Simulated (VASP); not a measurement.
Input of a VASP 6.6.1 run:

INCAR

```
  PREC = Accurate
  ENCUT = 520
  EDIFF = 1E-6
  ISMEAR = 0
  SIGMA = 0.02
  LREAL = F
  LASPH = T
  NELM = 100
  ALGO = Normal
  ISIF = 2
  LWAVE = F
  LCHARG = T
  GGA = PE
  LELF = T
  LVHAR = T
  NBANDS = 26
```

File KPOINTS:

```
regular mesh
0
Gamma
  12 12 4
```

File POSCAR:

```
ZnS
1.0
    3.8440669355      0.0000000000      0.0000000000
   -1.9220334677      3.3290596200      0.0000000000
    0.0000000000      0.0000000000      6.3046430613
Zn S
2 2
Direct
    0.3333333333      0.6666666667      0.0002666736
    0.6666666667      0.3333333333      0.5002666736
    0.3333333333      0.6666666667      0.3747333264
    0.6666666667      0.3333333333      0.8747333264
```

Potentials or basis: VASP PAW PBE potentials, release 64 (Zn, S).

Launch:

```bash
$ cat potpaw_PBE.64/Zn/POTCAR potpaw_PBE.64/S/POTCAR > POTCAR
$ mpirun -np 1 vasp_std > vasp.out
```

(1) What does it give for the pressure?

(2) Estimate the band gap on the k mesh.

## Answers

(1) 0.2 GPa.

(2) 2.08 eV.
